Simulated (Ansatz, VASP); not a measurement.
**TaN: VASP beside Ansatz**

```
CELL_PARAMETERS angstrom
0.00000 -2.20811 -2.20811
0.00000 2.20811 -2.20811
4.41622 0.00000 0.00000
ATOMIC_POSITIONS crystal
Ta 0.48787 0.51213 0.02051
Ta 0.01213 0.98787 0.47949
N 0.51352 0.48648 0.54635
N 0.98648 0.01352 0.95365
```

Change from the starting cell: mode 1 frozen in at +0.205 Å and mode 2 at +0.060 Å (largest displacements).

Alike in both runs: task single point; functional PBE; k mesh 14 × 14 × 10; occupations gaussian, width 0.15 eV; no spin polarisation.

|  | VASP | Ansatz |
| --- | --- | --- |
| version | VASP 6.6.1 | Ansatz 0.2.0 |
| potentials or method | VASP PAW PBE potentials, release 64 (Ta_pv, N), cutoff 520 eV | scalar-relativistic, plane waves, PAW |
| valence electrons in the cell | 32 | 36 |

|  | VASP | Ansatz | Ansatz less VASP |
| --- | --- | --- | --- |
| gap on the k mesh at the Fermi level (eV) | none | none | - |
| pressure (GPa) | 2.2 | 1.3 | -0.96 |
| traceless stress, the component that is largest in VASP (GPa) | 15.18 | 14.97 | -0.209 |
| rms of the force components (eV/Å) | 0.636 | 0.621 | -0.0149 |

Atom by atom the forces differ by 0.017 eV/Å (rms over components). A gap of «none» marks a metal or a gap that the smearing closes. VASP's potentials hold 32 valence electrons a cell and Ansatz's 36, so a difference there can come from the potentials and not from the codes.

Spin-orbit coupling is off throughout.
